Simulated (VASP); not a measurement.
# Au (Fm-3m) in VASP: notebook, part 2 of 2

VASP 6.6.1. Earlier steps stand in the parts before.

### 5 Relaxation of cell and atoms, SVWN5

The input, INCAR:

```
ALGO     = Normal         # electronic algorithm
EDIFF    = 1E-6           # SCF threshold, eV
EDIFFG   = -0.01          # ionic threshold
ENCUT    = 600            # plane-wave cutoff, eV
GGA      = VW             # functional
IBRION   = 2              # ionic algorithm
ISIF     = 3              # what is computed and relaxed
ISMEAR   = -1             # smearing method
LASPH    = True           # aspherical terms in the spheres
LCHARG   = False          # write CHGCAR
LREAL    = False          # projectors in reciprocal space
LWAVE    = False          # write WAVECAR
NELM     = 60             # most SCF steps
NSW      = 60             # ionic steps
PREC     = Accurate       # precision mode
SIGMA    = 0.05           # smearing width, eV
```

The input, KPOINTS:

```
k-points
0
Gamma
  11 11 11
```

The input, POSCAR:

```
Au
1.0
    0.0000000000      2.0350000000      2.0350000000
    2.0350000000      0.0000000000      2.0350000000
    2.0350000000      2.0350000000      0.0000000000
Au
1
Direct
    0.0000000000      0.0000000000      0.0000000000
```

Potentials or basis: VASP PAW PBE potentials, release 64 (Au).

Run with:

```bash
cat potpaw_PBE.64/Au/POTCAR > POTCAR
mpirun -np 1 vasp_std > vasp.out
```

OUTCAR:

```text
EDIFF = 1E-6
   EDIFFG = -0.01
   ENCUT = 600
   GGA = VW
   IBRION = 2
   ISIF = 3
   ISMEAR = -1
   LASPH = True
   LREAL = False
   NELM = 60
   NSW = 60
   PREC = Accurate

 ion  position               nearest neighbor table
   1  0.000  0.000  0.000-

  LATTYP: Found a face centered cubic cell.
 ALAT       =     4.0700000000

  Lattice vectors:

 A1 = (   0.0000000000,   2.0350000000,   2.0350000000)
 A2 = (   2.0350000000,   0.0000000000,   2.0350000000)
 A3 = (   2.0350000000,   2.0350000000,   0.0000000000)

Analysis of symmetry for initial positions (statically):
=====================================================================
 Subroutine PRICEL returns:
 Original cell was already a primitive cell.

 Routine SETGRP: Setting up the symmetry group for a
 face centered cubic supercell.

 Subroutine GETGRP returns: Found 48 space group operations
[... 9 lines left out ...]

 Routine SETGRP: Setting up the symmetry group for a
 face centered cubic supercell.

 Subroutine GETGRP returns: Found 48 space group operations
[... 11 lines left out ...]
                                     Primitive cell

  volume of cell :      16.8548

  direct lattice vectors                    reciprocal lattice vectors
     0.000000000  2.035000000  2.035000000    -0.245700246  0.245700246  0.245700246
     2.035000000  0.000000000  2.035000000     0.245700246 -0.245700246  0.245700246
     2.035000000  2.035000000  0.000000000     0.245700246  0.245700246 -0.245700246

  length of vectors
     2.877924599  2.877924599  2.877924599     0.425565309  0.425565309  0.425565309

  position of ions in fractional coordinates (direct lattice)
     0.000000000  0.000000000  0.000000000

  ion indices of the primitive-cell ions
   primitive index   ion index
                 1           1

----------------------------------------------------------------------------------------

 KPOINTS: k-points

[... 91 lines left out ...]
   LORBIT       =      0    0 simple, 1 ext, 2 COOP (PROOUT), +10 PAW based schemes
   GGA     = VW    functional components
   LHFCALC =     F    Hartree Fock is set to
   AEXX    =    0.0000 exact exchange contribution
   IVDW    =     0    specifies the selected vdW correction
   LEPSILON=     F    determine dielectric tensor
   LRPA    =     F    only Hartree local field effects (RPA)
 conjugate gradient relaxation of ions
 non-spin polarized calculation
  energy-cutoff  :      600.00
  volume of cell :       16.85
 maximum number of plane-waves:       572
   NGX = 11   NGY = 11   NGZ = 11

--------------------------------------- Ionic step        1  -------------------------------------------

 number of electron      10.9999999 magnetization

 Free energy of the ion-electron system (eV)
  ---------------------------------------------------
  ext. energy  EPLUGINS =         0.00000000
  ---------------------------------------------------
  free energy    TOTEN  =        -4.46549847 eV

  energy without entropy =       -4.46423378  energy(sigma->0) =       -4.46486613

------------------------ aborting loop because EDIFF is reached ----------------------------------------

  FORCE on cell =-STRESS in cart. coord.  units (eV):
  Direction    XX          YY          ZZ          XY          YZ          ZX
  --------------------------------------------------------------------------------------
  -------------------------------------------------------------------------------------
  Total       -0.3556028     -0.3556028     -0.3556028      0.0000000     -0.0000000      0.0000000
  in kB      -33.8027903    -33.8027903    -33.8027903      0.0000000     -0.0000000      0.0000000
  external PRESSURE =     -33.8027903 kB  Pullay stress =       0.0000000 kB
[... 22 lines left out ...]
--------------------------------------- Ionic step        2  -------------------------------------------

 number of electron      11.0000002 magnetization

 E-fermi :  10.1315     XC(G=0): -13.3492

 val. band max:       10.0360347399   @ k =   0.4545   0.2727   0.0000
 cond. band min:      10.2035244438   @ k =  -0.4545   0.0909   0.0000
 fundamental gap:      0.1674897039
 Fermi energy:        10.1314941069

 k-point     1 :       0.0000    0.0000    0.0000
  band No.  band energies     occupation
      1      -0.4617      2.00000
      2       5.1280      2.00000
      3       5.1280      2.00000
      4       5.1280      2.00000
      5       6.8418      2.00000
      6       6.8418      2.00000
      7      24.6790      0.00000
      8      28.9699      0.00000
      9      28.9699      0.00000
[... 310 lines left out ...]
--------------------------------------- Ionic step        3  -------------------------------------------

 number of electron      10.9999999 magnetization

 Free energy of the ion-electron system (eV)
  ---------------------------------------------------
  ext. energy  EPLUGINS =         0.00000000
  ---------------------------------------------------
  free energy    TOTEN  =        -4.46877028 eV

  energy without entropy =       -4.46727253  energy(sigma->0) =       -4.46802141

 E-fermi :   9.5578     XC(G=0): -13.1502

 val. band max:        9.4248579358   @ k =   0.4545   0.2727   0.0000
 cond. band min:       9.6534837640   @ k =  -0.4545   0.0909   0.0000
 fundamental gap:      0.2286258282
 Fermi energy:         9.5578317050

 k-point     1 :       0.0000    0.0000    0.0000
  band No.  band energies     occupation
      1      -0.6834      2.00000
      2       4.7264      2.00000
      3       4.7264      2.00000
      4       4.7264      2.00000
      5       6.3417      2.00000
      6       6.3417      2.00000
      7      24.1418      0.00000
      8      28.2325      0.00000
      9      28.2325      0.00000
[... 304 lines left out ...]
  FREE ENERGIE OF THE ION-ELECTRON SYSTEM (eV)
  ---------------------------------------------------
  free  energy   TOTEN  =        -4.4687702836 eV

  energy  without entropy=       -4.4672725347  energy(sigma->0) =       -4.46802141

 reached required accuracy - stopping structural energy minimisation
```

Run time: 14 s. Hardware: 1 thread of Intel Xeon Platinum 8259CL at 2.50GHz (Skylake/Cascade Lake), shared host; peak memory 0.15 GiB.

Results:

```
Free energy                            : -4.4688 eV
Relaxed volume                         : 16.55 Å³/atom
Relaxed cell                           : a = 2.861 Å, b = 2.861 Å, c = 2.861 Å, α = 60.00°, β = 60.00°, γ = 60.00°
Space group after relaxing (to 0.05 Å) : Fm-3m (No. 225)
Energy gained by relaxing              : 3.3 meV/atom
Ionic steps                            : 3
Pressure after relaxing                : 0.0 GPa
```

Step by step:
| step | energy change (eV) | largest force (eV/Å) | pressure (GPa) | volume (Å³) |
| --- | --- | --- | --- | --- |
| 1 | 0.0000 | 0.0000 | -3.38 | 16.85 |
| 2 | 0.0087 | 0.0000 | 7.27 | 16.00 |
| 3 | -0.0033 | 0.0000 | -0.04 | 16.55 |

Final structure:
```xyz
1
Lattice="0.0000 2.0228 2.0228 2.0228 0.0000 2.0228 2.0228 2.0228 0.0000" Properties=species:S:1:pos:R:3 pbc="T T T"
Au    0.0000    0.0000    0.0000
```

Levels at points of the mesh, in eV from the Fermi level:
```
           k point  band 4  band 5  band 6  band 7  band 8  band 9
(0.00, 0.00, 0.00)   -4.83   -3.22   -3.22   14.58   18.67   18.67
```

Caveat: the PAW data sets were made with another functional, which shifts forces and pressure a little; spin-orbit coupling is left out, which moves the levels of the heavy elements.

### 6 Overview

```csv
level,gap on the mesh (eV),pressure (GPa),relaxed volume (Å³/atom)
RPBE,none,-0.1,18.47
revPBE+D3(BJ),none,0.0,16.93
BLYP+D4,none,0.0,17.98
SVWN5,none,0.0,16.55
```

Alike in all rows: task relaxation of cell and atoms; potentials or basis VASP PAW PBE potentials, release 64 (Au); no spin polarisation; cell relaxed; k mesh 11 × 11 × 11; cutoff (eV) 600; smearing fermi-dirac 0.05 eV.

Caveats: the PAW data sets were made with another functional, which shifts forces and pressure a little; spin-orbit coupling is left out, which moves the levels of the heavy elements; pairwise dispersion overbinds metals, which lowers pressure and volume (some runs).

Absolute energies hang on the potentials; compare differences alone.
